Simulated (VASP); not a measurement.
# Ag (Fm-3m) in VASP: a series of runs, part 2 of 2

VASP 6.6.1. The steps go on from the part before.

## (3) Single point, r2SCAN (volume scaled by 0.94)

POSCAR reads:

```
Ag
1.0
    0.0000000000      2.0102020947      2.0102020947
    2.0102020947      0.0000000000      2.0102020947
    2.0102020947      2.0102020947      0.0000000000
Ag
1
Direct
    0.0000000000      0.0000000000      0.0000000000
```

INCAR.step1 reads:

```
SYSTEM = Ag
PREC = Accurate
ENCUT = 520
ISMEAR = 0
SIGMA = 0.1
LREAL = .FALSE.
LASPH = .TRUE.
NELM = 80
NBANDS = 12
GGA = PE
ALGO = Normal
EDIFF = 1E-4
LWAVE = .TRUE.
LCHARG = .FALSE.
```

INCAR.step2 reads:

```
SYSTEM = Ag
PREC = Accurate
ENCUT = 520
EDIFF = 1E-7
ISMEAR = 0
SIGMA = 0.1
LREAL = .FALSE.
LASPH = .TRUE.
NELM = 80
ALGO = Normal
ISIF = 2
LWAVE = .FALSE.
LCHARG = .FALSE.
METAGGA = R2SCAN
LMIXTAU = .TRUE.
NBANDS = 12
ISTART = 1
```

KPOINTS reads:

```
regular mesh
0
G
  18 18 18
  0 0 0
```

Potentials or basis: VASP PAW PBE potentials, release 64 (Ag).

Started as:

```
> cat potpaw_PBE.64/Ag/POTCAR > POTCAR
> cp INCAR.step1 INCAR
> mpirun -np 1 vasp_std > vasp.out
> cp INCAR.step2 INCAR
> mpirun -np 1 vasp_std > vasp.out
```

OUTCAR:

```text
SYSTEM = Ag
   PREC = Accurate
   ENCUT = 520
   EDIFF = 1E-7
   ISMEAR = 0
   LREAL = .FALSE.
   LASPH = .TRUE.
   NELM = 80
   ISIF = 2
   METAGGA = R2SCAN
   ISTART = 1

 ion  position               nearest neighbor table
   1  0.000  0.000  0.000-

  LATTYP: Found a face centered cubic cell.
 ALAT       =     4.0204041894

  Lattice vectors:

 A1 = (   0.0000000000,   2.0102020947,   2.0102020947)
 A2 = (   2.0102020947,   0.0000000000,   2.0102020947)
 A3 = (   2.0102020947,   2.0102020947,   0.0000000000)

Analysis of symmetry for initial positions (statically):
=====================================================================
 Subroutine PRICEL returns:
 Original cell was already a primitive cell.

 Routine SETGRP: Setting up the symmetry group for a
 face centered cubic supercell.

 Subroutine GETGRP returns: Found 48 space group operations
 (whereof 48 operations were pure point group operations)
 out of a pool of 48 trial point group operations.

The static configuration has the point symmetry O_h .

Analysis of symmetry for dynamics (positions and initial velocities):
=====================================================================
 Subroutine PRICEL returns:
 Original cell was already a primitive cell.

 Routine SETGRP: Setting up the symmetry group for a
 face centered cubic supercell.

 Subroutine GETGRP returns: Found 48 space group operations
 (whereof 48 operations were pure point group operations)
 out of a pool of 48 trial point group operations.

The dynamic configuration has the point symmetry O_h .

 Subroutine INISYM returns: Found 48 space group operations
 (whereof 48 operations are pure point group operations),
 and found     1 'primitive' translations

----------------------------------------------------------------------------------------

                                     Primitive cell

  volume of cell :      16.2461

[... 107 lines left out ...]
  volume/ion in A,a.u.               =      16.25       109.63
  Fermi-wavevector in a.u.,A,eV,Ry     =   1.437549  2.716574 28.117083  2.066547
  Thomas-Fermi vector in A             =   2.556614
   LORBIT       =      0    0 simple, 1 ext, 2 COOP (PROOUT), +10 PAW based schemes
   METAGGA = R2SCAN    functional components
   LHFCALC =     F    Hartree Fock is set to
   AEXX    =    0.0000 exact exchange contribution
   IVDW    =     0    specifies the selected vdW correction
   LEPSILON=     F    determine dielectric tensor
   LRPA    =     F    only Hartree local field effects (RPA)
 non-spin polarized calculation
 Gauss-broadening in eV      SIGMA  =   0.10
  energy-cutoff  :      520.00
  volume of cell :       16.25
 maximum number of plane-waves:       448
 NGX is ok and might be reduce to    24
   NGX = 11   NGY = 11   NGZ = 11

 number of electron      11.0000002 magnetization

 Free energy of the ion-electron system (eV)
  ---------------------------------------------------
  ext. energy  EPLUGINS =         0.00000000
  ---------------------------------------------------
  free energy    TOTEN  =       -21.33609879 eV

  energy without entropy =      -21.33516545  energy(sigma->0) =      -21.33563212

 E-fermi :   9.0906     XC(G=0): -13.3098

 val. band max:        9.0470854780   @ k =   0.5000   0.1667   0.0556
 cond. band min:       9.2492741627   @ k =   0.5000   0.3333   0.1111
 fundamental gap:      0.2021886847
 Fermi energy:         9.0905671772

 k-point     1 :       0.0000    0.0000    0.0000
  band No.  band energies     occupation
      1       0.7795      2.00000
      2       3.7936      2.00000
      3       3.7936      2.00000
      4       3.7936      2.00000
      5       4.9336      2.00000
      6       4.9336      2.00000
      7      25.8848      0.00000
      8      29.9212      0.00000
      9      29.9212      0.00000
     10      29.9212      0.00000
     11      34.9949      0.00000
     12      36.3984      0.00000
[... 331 lines left out ...]
 k-point    24 :      -0.2222    0.0556    0.0000
  band No.  band energies     occupation
      1       2.2269      2.00000
      2       3.8336      2.00000
      3       4.0612      2.00000
      4       4.0988      2.00000
      5       4.8813      2.00000
      6       5.2975      2.00000
      7      21.5108      0.00000
      8      26.2618      0.00000
      9      29.0167      0.00000
     10      31.8117      0.00000
     11      32.2264      0.00000
     12      33.3544      0.00000

 [... further k-points ...]
[... 5 lines left out ...]
  --------------------------------------------------------------------------------------
  -------------------------------------------------------------------------------------
  Total        0.8025874      0.8025874      0.8025874      0.0000000      0.0000000      0.0000000
  in kB       79.1505176     79.1505176     79.1505176      0.0000000      0.0000000      0.0000000
  external PRESSURE =      79.1505176 kB  Pullay stress =       0.0000000 kB

 VOLUME and BASIS-vectors are now :
 -----------------------------------------------------------------------------
  energy-cutoff  :      520.00
  volume of cell :       16.25
      direct lattice vectors                 reciprocal lattice vectors
     0.000000000  2.010202095  2.010202095    -0.248731210  0.248731210  0.248731210
     2.010202095  0.000000000  2.010202095     0.248731210 -0.248731210  0.248731210
     2.010202095  2.010202095  0.000000000     0.248731210  0.248731210 -0.248731210

 POSITION                                       TOTAL-FORCE (eV/Angst)
 -----------------------------------------------------------------------------------
      0.00000      0.00000      0.00000        -0.000000      0.000000      0.000000
 -----------------------------------------------------------------------------------
    total drift:                               -0.000000      0.000000      0.000000

  FREE ENERGIE OF THE ION-ELECTRON SYSTEM (eV)
  ---------------------------------------------------
  free  energy   TOTEN  =       -21.3360987871 eV

  energy  without entropy=      -21.3351654476  energy(sigma->0) =      -21.33563212
```

OUTCAR.step1:

```text
SYSTEM = Ag
   PREC = Accurate
   ENCUT = 520
   ISMEAR = 0
   LREAL = .FALSE.
   LASPH = .TRUE.
   NELM = 80
[... 577 lines left out ...]
 -----------------------------------------------------------------------------------
      0.00000      0.00000      0.00000        -0.000000      0.000000      0.000000
 -----------------------------------------------------------------------------------
    total drift:                               -0.000000      0.000000     -0.000000

  FREE ENERGIE OF THE ION-ELECTRON SYSTEM (eV)
  ---------------------------------------------------
  free  energy   TOTEN  =        -2.6714996630 eV

  energy  without entropy=       -2.6705407652  energy(sigma->0) =       -2.67102021
```

OSZICAR.step1:

```text
N       E                     dE             d eps       ncg     rms          rms(c)
DAV:   1     0.533448532476E+02    0.53345E+02   -0.55320E+03  4696   0.836E+02
DAV:   2    -0.206904114855E+01   -0.55414E+02   -0.52352E+02  5492   0.198E+02
DAV:   3    -0.293678277011E+01   -0.86774E+00   -0.86730E+00  5488   0.259E+01
DAV:   4    -0.293939684505E+01   -0.26141E-02   -0.26140E-02  5460   0.149E+00
DAV:   5    -0.293941649260E+01   -0.19648E-04   -0.19648E-04  5380   0.116E-01    0.599E+00
DAV:   6    -0.268570285212E+01    0.25371E+00   -0.93824E-01  5184   0.879E+00    0.377E+00
DAV:   7    -0.267491670019E+01    0.10786E-01   -0.14368E-02  5432   0.112E+00    0.206E+00
DAV:   8    -0.267149413801E+01    0.34226E-02   -0.70588E-04  5300   0.191E-01    0.108E-01
DAV:   9    -0.267149966296E+01   -0.55250E-05   -0.87658E-06  3140   0.249E-02
   1 F= -.26714997E+01 E0= -.26710202E+01  d E =-.958898E-03
```

It took 48 s on 1 thread of Intel Xeon 6975P-C (Granite Rapids), shared host; peak memory 0.17 GiB.

Results:

- Free energy: -21.3361 eV
- Pressure: 7.9 GPa

Caveat: the PAW data sets were made with another functional, which shifts forces and pressure a little.

## (4) Single point, r2SCAN (volume scaled by 0.97)

POSCAR reads:

```
Ag
1.0
    0.0000000000      2.0313636719      2.0313636719
    2.0313636719      0.0000000000      2.0313636719
    2.0313636719      2.0313636719      0.0000000000
Ag
1
Direct
    0.0000000000      0.0000000000      0.0000000000
```

INCAR.step1 reads:

```
SYSTEM = Ag
ALGO = Normal
EDIFF = 1E-4
ENCUT = 520
GGA = PE
ISMEAR = 0
LASPH = .TRUE.
LCHARG = .FALSE.
LREAL = .FALSE.
LWAVE = .TRUE.
NBANDS = 12
NELM = 100
PREC = Accurate
SIGMA = 0.1
```

INCAR.step2 reads:

```
SYSTEM = Ag
ALGO = Normal
EDIFF = 1E-6
ENCUT = 520
ISIF = 2
ISMEAR = 0
ISTART = 1
LASPH = .TRUE.
LCHARG = .TRUE.
LELF = .TRUE.
LMIXTAU = .TRUE.
LREAL = .FALSE.
LVHAR = .TRUE.
LWAVE = .FALSE.
METAGGA = R2SCAN
NBANDS = 12
NELM = 100
PREC = Accurate
SIGMA = 0.1
```

KPOINTS reads:

```
k-points
0
G
  18 18 18
  0 0 0
```

Started as:

```
> cat potpaw_PBE.64/Ag/POTCAR > POTCAR
> cp INCAR.step1 INCAR
> mpirun -np 1 vasp_std > vasp.out
> cp INCAR.step2 INCAR
> mpirun -np 1 vasp_std > vasp.out
```

Wall time 41 s (1 thread of Intel Xeon 6975P-C (Granite Rapids), shared host); peak memory 0.17 GiB.

Results (log left out):

```yaml
Free_energy: -21.3547 eV
Pressure: 3.6 GPa
```

Levels at points of the mesh, in eV from the Fermi level:
| k point | band 3 | band 4 | band 5 | band 6 | band 7 | band 8 | band 9 | band 10 |
| --- | --- | --- | --- | --- | --- | --- | --- | --- |
| (0.00, 0.00, 0.00) | -5.17 | -5.17 | -4.09 | -4.09 | 16.73 | 20.57 | 20.57 | 20.57 |
| (0.50, 0.00, 0.00) | -5.20 | -3.25 | -3.25 | -0.35 | 3.84 | 15.97 | 18.84 | 18.84 |
| (0.50, 0.50, 0.00) | -3.29 | -3.03 | -3.03 | 1.75 | 7.15 | 11.27 | 11.27 | 17.93 |

Caveat: the PAW data sets were made with another functional, which shifts forces and pressure a little.

## (5) The runs side by side

```csv
cell,k mesh,gap on the mesh (eV),pressure (GPa)
"a = 2.889 Å, angles 60.0°, 1 atom",8 × 8 × 8,none,2.2
"a = 2.843 Å, angles 60.0°, 1 atom",18 × 18 × 18,none,7.9
"a = 2.873 Å, angles 60.0°, 1 atom",18 × 18 × 18,none,3.6
```

Alike in all rows: task single point; level r2SCAN; potentials or basis VASP PAW PBE potentials, release 64 (Ag); no spin polarisation; cutoff (eV) 520; smearing gaussian 0.1 eV.

Caveats: the PAW data sets were made with another functional, which shifts forces and pressure a little.

Absolute energies hang on the potentials; compare differences alone.
